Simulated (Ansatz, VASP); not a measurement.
# Two plane-wave programs on Cs

The input POSCAR:

```
Cs
1.0
    0.0000000000      3.8112616062      3.8112616062
    3.8112616062      0.0000000000      3.8112616062
    3.8112616062      3.8112616062      0.0000000000
Cs
1
Direct
    0.0000000000      0.0000000000      0.0000000000
```

INCAR.step1

```
PREC     = Accurate       # precision mode
ENCUT    = 520            # plane-wave cutoff, eV
ISMEAR   = 0              # smearing method
SIGMA    = 0.05           # smearing width, eV
LREAL    = F              # projectors in reciprocal space
LASPH    = T              # aspherical terms in the spheres
NELM     = 80             # most SCF steps
NBANDS   = 10             # bands
GGA      = PE             # functional
ALGO     = Normal         # electronic algorithm
EDIFF    = 1E-4           # SCF threshold, eV
LWAVE    = T              # write WAVECAR
LCHARG   = F              # write CHGCAR
```

File INCAR.step2:

```
PREC     = Accurate       # precision mode
ENCUT    = 520            # plane-wave cutoff, eV
EDIFF    = 1E-6           # SCF threshold, eV
ISMEAR   = 0              # smearing method
SIGMA    = 0.05           # smearing width, eV
LREAL    = F              # projectors in reciprocal space
LASPH    = T              # aspherical terms in the spheres
NELM     = 80             # most SCF steps
ALGO     = Normal         # electronic algorithm
ISIF     = 2              # what is computed and relaxed
LWAVE    = F              # write WAVECAR
LCHARG   = T              # write CHGCAR
METAGGA  = R2SCAN         # meta-GGA
LMIXTAU  = T            
LELF     = T              # ELF
LVHAR    = T            
NBANDS   = 10             # bands
ISTART   = 1
```

Contents of KPOINTS:

```
regular mesh
0
Gamma
  10 10 10
```

Input for Ansatz:

```yaml
crystal:
  lattice:
    - [0.0, 3.8112616062, 3.8112616062]
    - [3.8112616062, 0.0, 3.8112616062]
    - [3.8112616062, 3.8112616062, 0.0]
  atoms:
    - { symbol: Cs, position: [0.0, 0.0, 0.0] }
basis:
  ecutwfc: 500
  ecutrho_ratio: 4
kpoints:
  mp_grid: { grid: [10, 10, 10] }
hamiltonian:
  xc: r2scan
scf:
  occupations: { method: gaussian, width: 0.05 }
output:
  forces: true
  stress: true
  eigenvalues: true
```

Alike in both runs: task single point; functional r2SCAN; k mesh 10 × 10 × 10; occupations gaussian, width 0.05 eV; no spin polarisation.

|  | VASP | Ansatz |
| --- | --- | --- |
| version | VASP 6.6.1 | Ansatz 0.2.0 |
| potentials or method | VASP PAW PBE potentials, release 64 (Cs_sv), cutoff 520 eV | scalar-relativistic, plane waves, PAW |
| valence electrons in the cell | 9 | 9 |

|  | VASP | Ansatz | Ansatz less VASP |
| --- | --- | --- | --- |
| pressure (GPa) | 0.3 | 0.3 | 0.00 |

VASP's potentials were made for PBE, not for r2SCAN.

Spin-orbit coupling is off throughout.
